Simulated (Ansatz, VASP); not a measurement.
## Cl: VASP beside Ansatz

```
Cl
1.0
    10.81555    0.00000    0.00000
     0.00000   10.81555    0.00000
     0.00000    0.00000    8.77994
Cl
16
Direct
  0.59743 0.35734 0.64413
  0.90257 0.85734 0.35587
  0.85734 0.09743 0.64413
  0.14266 0.90257 0.64413
  0.09743 0.85734 0.85587
  0.40257 0.35734 0.14413
  0.90257 0.14266 0.85587
  0.59743 0.64266 0.14413
  0.85734 0.90257 0.14413
  0.40257 0.64266 0.64413
  0.64266 0.40257 0.85587
  0.35734 0.40257 0.35587
  0.64266 0.59743 0.35587
  0.35734 0.59743 0.85587
  0.09743 0.14266 0.35587
  0.14266 0.09743 0.14413
```

Alike in both runs: task electric field gradients; functional PBE; k mesh 3 × 3 × 4; occupations fermi-dirac, width 0.05 eV; no spin polarisation.

```csv
,VASP,Ansatz
version,VASP 6.6.1,Ansatz 0.2.0
potentials or method,"VASP PAW PBE potentials, release 64 (Cl)","plane-wave PAW, scalar-relativistic"
plane-wave cutoff (eV),520,420
valence electrons in the cell,112,112
```

Ansatz gave:

* gap on the k mesh at the Fermi level (eV): 2.50
* pressure (GPa): 0.5
* traceless stress, the component that is largest in VASP (GPa): 0.60
* rms of the force components (eV/Å): 0.267
* size of Vzz on the site where it differs most (V/Å²): 558.2

Q: Estimate VASP's values.

A: gap on the k mesh at the Fermi level (eV): 2.55; pressure (GPa): 0.3; traceless stress, the component that is largest in VASP (GPa): 0.32; rms of the force components (eV/Å): 0.146; size of Vzz on the site where it differs most (V/Å²): 545.2.

Atom by atom the forces differ by 0.121 eV/Å (rms over components). One of these differences is far larger than is usual between the two programs; its cause wasn't traced. The functional is the same, so the differences come from potentials, cutoffs and numerics.
